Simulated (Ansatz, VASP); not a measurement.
# Two plane-wave programs on B

Contents of INCAR:

```
SYSTEM = B
  PREC = Accurate
  ENCUT = 500
  EDIFF = 1E-7
  ISMEAR = 0
  SIGMA = 0.1
  LREAL = .FALSE.
  LASPH = .TRUE.
  NELM = 120
  ALGO = Normal
  ISIF = 3
  LWAVE = .FALSE.
  LCHARG = .FALSE.
  GGA = PS
  IBRION = 2
  NSW = 100
  EDIFFG = -0.01
  GGA_COMPAT = .FALSE.
  NELMIN = 4
```

File KPOINTS:

```
regular mesh
0
G
  16 16 14
  0 0 0
```

The input POSCAR:

```
B
1.0
    1.7114314150     -2.6140133397      0.0000000000
    1.7114314150      2.6140133397      0.0000000000
   -0.7123229769      0.0000000000      3.2480614469
B
4
Direct
    0.2254477843      0.7745522157      0.5000000000
    0.7745522157      0.2254477843      0.5000000000
    0.3638247145      0.3638247145      0.7474716890
    0.6361752855      0.6361752855      0.2525283110
```

Input for Ansatz:

```yaml
crystal:
  lattice:
    - [1.711431415, -2.6140133397, 0.0]
    - [1.711431415, 2.6140133397, 0.0]
    - [-0.7123229769, 0.0, 3.2480614469]
  atoms:
    - { symbol: B, position: [0.2254477843, 0.7745522157, 0.5] }
    - { symbol: B, position: [0.7745522157, 0.2254477843, 0.5] }
    - { symbol: B, position: [0.3638247145, 0.3638247145, 0.747471689] }
    - { symbol: B, position: [0.6361752855, 0.6361752855, 0.252528311] }
basis:
  ecutwfc: 420
kpoints:
  mp_grid: { grid: [16, 16, 14] }
hamiltonian:
  xc: pbesol
scf:
  occupations: { method: gaussian, width: 0.1 }
output:
  forces: true
  stress: true
  eigenvalues: true
relax:
  adjacent_minimum: "off"
  f_tol: 0.01
  max_steps: 80
  cell: { stress_tol: 0.05 }
```

Change from the starting cell: the structure that the rattled trigonal selenium type (P3_121, No. 152) fell into.

Alike in both runs: task relaxation of cell and atoms; functional PBEsol; k mesh 16 × 16 × 14; occupations gaussian, width 0.1 eV; no spin polarisation.

|  | VASP | Ansatz |
| --- | --- | --- |
| version | VASP 6.6.1 | Ansatz 0.2.0 |
| potentials or method | VASP PAW PBE potentials, release 64 (B), cutoff 500 eV | scalar-relativistic, plane waves, PAW |
| valence electrons in the cell | 12 | 12 |

Ansatz gave:

| Property | Result |
| --- | --- |
| gap on the k mesh at the Fermi level, each at its own relaxed structure (eV) | none |
| relaxed volume (Å³/atom) | 7.26 |
| relaxed length of the cell vector where the two differ most in proportion (Å) | 3.319 |

Problem. Estimate VASP's values.

Solution. gap on the k mesh at the Fermi level, each at its own relaxed structure (eV): none; relaxed volume (Å³/atom): 7.28; relaxed length of the cell vector where the two differ most in proportion (Å): 3.326.

VASP's potentials were made for PBE, not for PBEsol. A gap of «none» marks a metal or a gap that the smearing closes.
